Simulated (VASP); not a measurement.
# GaN (P4_2/mnm) in VASP: single point with PBE

Aim: the single point of GaN with PBE.

Everything below comes from runs of VASP 6.6.1. Logs are shortened: lines on timing, memory, paths and dates and some standing lists are left out, and cuts for length are marked.

### Step 1. The cell of the first run

The structure is tetragonal, space group P4_2/mnm (No. 136). Conventional cell: a = 5.535 Å, b = 5.535 Å, c = 3.214 Å, α = 90.00°, β = 90.00°, γ = 90.00°. Ga (site symmetry m2m) has 4 N at 1.94 to 2.00 Å within 2.6 Å. Within 2.6 Å of N (site symmetry m2m) lie 4 Ga at 1.94 to 2.00 Å.

The cell was generated, and may not be a known phase.

### Step 2. Single point, PBE

File INCAR:

```
SYSTEM = GaN
  PREC = Accurate
  ENCUT = 520
  EDIFF = 1E-6
  ISMEAR = 0
  SIGMA = 0.02
  LREAL = .FALSE.
  LASPH = .TRUE.
  NELM = 60
  ALGO = Normal
  ISIF = 2
  LWAVE = .FALSE.
  LCHARG = .FALSE.
  GGA = PE
  NBANDS = 46
```

File KPOINTS:

```
regular mesh
0
G
  6 6 8
  0 0 0
```

File POSCAR:

```
GaN
1.0
    5.5349385000      0.0000000000      0.0000000000
    0.0000000000      5.5349385000      0.0000000000
    0.0000000000      0.0000000000      3.2141443000
Ga N
4 4
Direct
    0.6794020000      0.6794020000      0.0000000000
    0.1794020000      0.8205980000      0.5000000000
    0.8205980000      0.1794020000      0.5000000000
    0.3205980000      0.3205980000      0.0000000000
    0.8178020000      0.8178020000      0.5000000000
    0.1821980000      0.1821980000      0.5000000000
    0.6821980000      0.3178020000      0.0000000000
    0.3178020000      0.6821980000      0.0000000000
```

Potentials or basis: VASP PAW PBE potentials, release 64 (Ga_d, N).

On the command line:

```sh
> cat potpaw_PBE.64/Ga_d/POTCAR potpaw_PBE.64/N/POTCAR > POTCAR
> mpirun -np 1 vasp_std > vasp.out
```

OUTCAR:

```text
SYSTEM = GaN
   PREC = Accurate
   ENCUT = 520
   EDIFF = 1E-6
   ISMEAR = 0
   LREAL = .FALSE.
   LASPH = .TRUE.
   NELM = 60
   ISIF = 2
   GGA = PE

 ion  position               nearest neighbor table
   1  0.679  0.679  0.000-   5 1.94   5 1.94   8 2.00   7 2.00   4 2.81
   2  0.179  0.821  0.500-   8 1.94   8 1.94   5 2.00   6 2.00   3 2.81
   3  0.821  0.179  0.500-   7 1.94   7 1.94   5 2.00   6 2.00   2 2.81
   4  0.321  0.321  0.000-   6 1.94   6 1.94   8 2.00   7 2.00   1 2.81
   5  0.818  0.818  0.500-   1 1.94   1 1.94   3 2.00   2 2.00
   6  0.182  0.182  0.500-   4 1.94   4 1.94   2 2.00   3 2.00
   7  0.682  0.318  0.000-   3 1.94   3 1.94   4 2.00   1 2.00
   8  0.318  0.682  0.000-   2 1.94   2 1.94   4 2.00   1 2.00

  LATTYP: Found a simple tetragonal cell.
 ALAT       =     5.5349385000
 C/A-ratio  =     0.5807009960

  Lattice vectors:

 A1 = (   5.5349385000,   0.0000000000,   0.0000000000)
 A2 = (   0.0000000000,   5.5349385000,   0.0000000000)
 A3 = (   0.0000000000,   0.0000000000,   3.2141443000)

Analysis of symmetry for initial positions (statically):
=====================================================================
 Subroutine PRICEL returns:
 Original cell was already a primitive cell.

 Routine SETGRP: Setting up the symmetry group for a
 simple tetragonal supercell.

 Subroutine GETGRP returns: Found 16 space group operations
 (whereof  8 operations were pure point group operations)
 out of a pool of 16 trial point group operations.

The static configuration has the point symmetry D_2h.
 The point group associated with its full space group is D_4h.

Analysis of symmetry for dynamics (positions and initial velocities):
=====================================================================
 Subroutine PRICEL returns:
 Original cell was already a primitive cell.

 Routine SETGRP: Setting up the symmetry group for a
 simple tetragonal supercell.

 Subroutine GETGRP returns: Found 16 space group operations
 (whereof  8 operations were pure point group operations)
 out of a pool of 16 trial point group operations.

The dynamic configuration has the point symmetry D_2h.
 The point group associated with its full space group is D_4h.

 Subroutine INISYM returns: Found 16 space group operations
 (whereof  8 operations are pure point group operations),
 and found     1 'primitive' translations
[... 104 lines left out ...]
   LASPH  =      T    aspherical Exc in radial PAW
   ENCUT  =  520.0 eV  38.22 Ry    6.18 a.u.  10.29 10.29  5.98*2*pi/ulx,y,z
   NELM   =     60;   NELMIN=  2; NELMDL= -5     # of ELM steps
   EDIFF  = 0.1E-05   stopping-criterion for ELM
   LREAL  =      F    real-space projection
   EDIFFG = 0.1E-04   stopping-criterion for IOM
   NSW    =      0    number of steps for IOM
   IBRION =     -1    ionic relax: 0-MD 1-quasi-New 2-CG
   NFREE  =      0    steps in history (QN), initial steepest desc. (CG)
   ISIF   =      2    stress and relaxation
   ISYM   =      2    0-nonsym 1-usesym 2-fastsym
   POTIM  = 0.5000    time-step for ionic-motion
   TEBEG  =    0.0;   TEEND  =   0.0 temperature during run
   PSTRESS=    0.0 pullay stress
   NELECT =      72.0000    total number of electrons
   NUPDOWN=      -1.0000    fix difference up-down
   EMIN   =  10.00;   EMAX   =-10.00  energy-range for DOS
   EFERMI =   0.00;   METHOD = LEGACY
   ISMEAR =     0;   SIGMA  =   0.02  broadening in eV -4-tet -1-fermi 0-gaus
   EFERMI_NEDOS =   21; number of points for ismear=-14 and -15
   IALGO  =     38    algorithm
   IMIX   =      4    mixing-type and parameters
     AMIX     =   0.40;   BMIX     =  1.00
     AMIX_MAG =   1.60;   BMIX_MAG =  1.00
  volume/ion in A,a.u.               =      12.31        83.06
  Fermi-wavevector in a.u.,A,eV,Ry     =   1.474875  2.787110 29.596175  2.175258
  Thomas-Fermi vector in A             =   2.589593
   LORBIT       =      0    0 simple, 1 ext, 2 COOP (PROOUT), +10 PAW based schemes
   GGA     = PE    functional components
   LHFCALC =     F    Hartree Fock is set to
   AEXX    =    0.0000 exact exchange contribution
   IVDW    =     0    specifies the selected vdW correction
   LEPSILON=     F    determine dielectric tensor
   LRPA    =     F    only Hartree local field effects (RPA)
 non-spin polarized calculation
 Gauss-broadening in eV      SIGMA  =   0.02
  energy-cutoff  :      520.00
  volume of cell :       98.47
 maximum number of plane-waves:      2682
 NGX is ok and might be reduce to    42
   NGX = 21   NGY = 21   NGZ = 11

 number of electron      71.9999976 magnetization

 Free energy of the ion-electron system (eV)
  ---------------------------------------------------
  ext. energy  EPLUGINS =         0.00000000
  ---------------------------------------------------
  free energy    TOTEN  =       -48.27764434 eV

  energy without entropy =      -48.27764434  energy(sigma->0) =      -48.27764434

 E-fermi :   4.6627     XC(G=0): -11.1906

 val. band max:        4.5190380436   @ k =   0.0000   0.0000   0.0000
 cond. band min:       6.2608927260   @ k =   0.0000   0.0000   0.0000
 fundamental gap:      1.7418546824
 Fermi energy:         4.6627070508

 k-point     1 :       0.0000    0.0000    0.0000
  band No.  band energies     occupation
      1     -11.1397      2.00000
      2     -10.3643      2.00000
      3     -10.3643      2.00000
      4     -10.2023      2.00000
      5      -8.8996      2.00000
      6      -8.8979      2.00000
[... 1165 lines left out ...]
     45      13.0239      0.00000
     46      13.0239      0.00000

 [... further k-points ...]
[... 5 lines left out ...]
  --------------------------------------------------------------------------------------
  -------------------------------------------------------------------------------------
  Total        0.0849463      0.0849463     -0.0122677      0.0000000      0.0000000      0.0000000
  in kB        1.3821778      1.3821778     -0.1996094      0.0000000      0.0000000      0.0000000
  external PRESSURE =       0.8549154 kB  Pullay stress =       0.0000000 kB

 VOLUME and BASIS-vectors are now :
 -----------------------------------------------------------------------------
  energy-cutoff  :      520.00
  volume of cell :       98.47
      direct lattice vectors                 reciprocal lattice vectors
     5.534938500  0.000000000  0.000000000     0.180670481  0.000000000  0.000000000
     0.000000000  5.534938500  0.000000000     0.000000000  0.180670481  0.000000000
     0.000000000  0.000000000  3.214144300     0.000000000  0.000000000  0.311124799

 POSITION                                       TOTAL-FORCE (eV/Angst)
 -----------------------------------------------------------------------------------
      3.76045      3.76045      0.00000         0.012944      0.012944     -0.000000
      0.99298      4.54196      1.60707         0.012944     -0.012944     -0.000000
      4.54196      0.99298      1.60707        -0.012944      0.012944     -0.000000
      1.77449      1.77449      0.00000        -0.012944     -0.012944      0.000000
      4.52648      4.52648      1.60707        -0.013128     -0.013128     -0.000000
      1.00845      1.00845      1.60707         0.013128      0.013128     -0.000000
      3.77592      1.75901      0.00000         0.013128     -0.013128     -0.000000
      1.75901      3.77592      0.00000        -0.013128      0.013128     -0.000000
 -----------------------------------------------------------------------------------
    total drift:                                0.000000      0.000000      0.000000

  FREE ENERGIE OF THE ION-ELECTRON SYSTEM (eV)
  ---------------------------------------------------
  free  energy   TOTEN  =       -48.2776443353 eV

  energy  without entropy=      -48.2776443353  energy(sigma->0) =      -48.27764434
```

Run time: 2.1 min. Hardware: 1 thread of AMD EPYC 9R45 (Zen 5), shared host; peak memory 0.27 GiB.

What came out:

```
Free energy            : -48.2776 eV
Pressure               : 0.1 GPa
Largest force          : 0.019 eV/Å
Band gap on the k mesh : 1.74 eV
```

Forces in eV/Å, atoms in the order of the input:
```
Ga   0.013  0.013  0.000
Ga   0.013 -0.013  0.000
Ga  -0.013  0.013  0.000
Ga  -0.013 -0.013  0.000
N   -0.013 -0.013  0.000
N    0.013  0.013  0.000
N    0.013 -0.013  0.000
N   -0.013  0.013  0.000
```

Stress tensor (GPa, compression positive):
```
 0.14  0.00  0.00
 0.00  0.14  0.00
 0.00  0.00 -0.02
```
